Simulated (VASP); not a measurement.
Write the native input for VASP 6.6.1 that does the following.

| Property | Result |
| --- | --- |
| Task | single point |
| Functional | r2SCAN |
| Potentials or basis | VASP PAW PBE potentials, release 64 (Mg, Sn_d) |
| Cutoff | 660 eV |
| k mesh | 10 × 10 × 10 |
| Occupations | gaussian, width 0.01 eV |
| Spin | no spin polarisation |
| Dipole correction | no |
| Further INCAR settings | ALGO = Normal; EDIFF = 1e-06; NBANDS = 16 |

The system is Mg2Sn.

```
CELL_PARAMETERS angstrom
0.00000 3.41417 3.41417
3.41417 0.00000 3.41417
3.41417 3.41417 0.00000
ATOMIC_POSITIONS crystal
Mg 0.25000 0.25000 0.25000
Mg 0.75000 0.75000 0.75000
Sn 0.00000 0.00000 0.00000
```

The input as run:

POSCAR

```
Mg2Sn
1.0
    0.0000000000      3.4141671491      3.4141671491
    3.4141671491      0.0000000000      3.4141671491
    3.4141671491      3.4141671491      0.0000000000
Mg Sn
2 1
Direct
    0.2500000000      0.2500000000      0.2500000000
    0.7500000000      0.7500000000      0.7500000000
    0.0000000000      0.0000000000      0.0000000000
```

INCAR.step1

```
ALGO = Normal
EDIFF = 1E-5
ENCUT = 660
GGA = PE
GGA_COMPAT = False
ISMEAR = 0
LASPH = True
LCHARG = False
LREAL = False
LWAVE = True
NBANDS = 16
NELM = 120
PREC = Accurate
SIGMA = 0.01
```

INCAR.step2

```
ALGO = Normal
EDIFF = 1E-6
ENCUT = 660
GGA_COMPAT = False
ISIF = 2
ISMEAR = 0
ISTART = 1
LASPH = True
LCHARG = True
LELF = True
LMIXTAU = True
LREAL = False
LVHAR = True
LWAVE = False
METAGGA = R2SCAN
NBANDS = 16
NELM = 120
PREC = Accurate
SIGMA = 0.01
```

KPOINTS

```
k-points
0
Gamma
  10 10 10
```

Potentials or basis: VASP PAW PBE potentials, release 64 (Mg, Sn_d).

Launch:

```sh
$ cat potpaw_PBE.64/Mg/POTCAR potpaw_PBE.64/Sn_d/POTCAR > POTCAR
$ cp INCAR.step1 INCAR
$ mpirun -np 1 vasp_std > vasp.out
$ cp INCAR.step2 INCAR
$ mpirun -np 1 vasp_std > vasp.out
```

Results of the run:

* Pressure: -1.5 GPa

Caveat: the PAW data sets were made with another functional, which shifts forces and pressure a little.

Wall time 4 min on 1 thread of Intel(R) Xeon(R) Platinum 8259CL CPU @ 2.50GHz (Skylake/Cascade Lake) (shared host), peak memory 0.31 GiB.
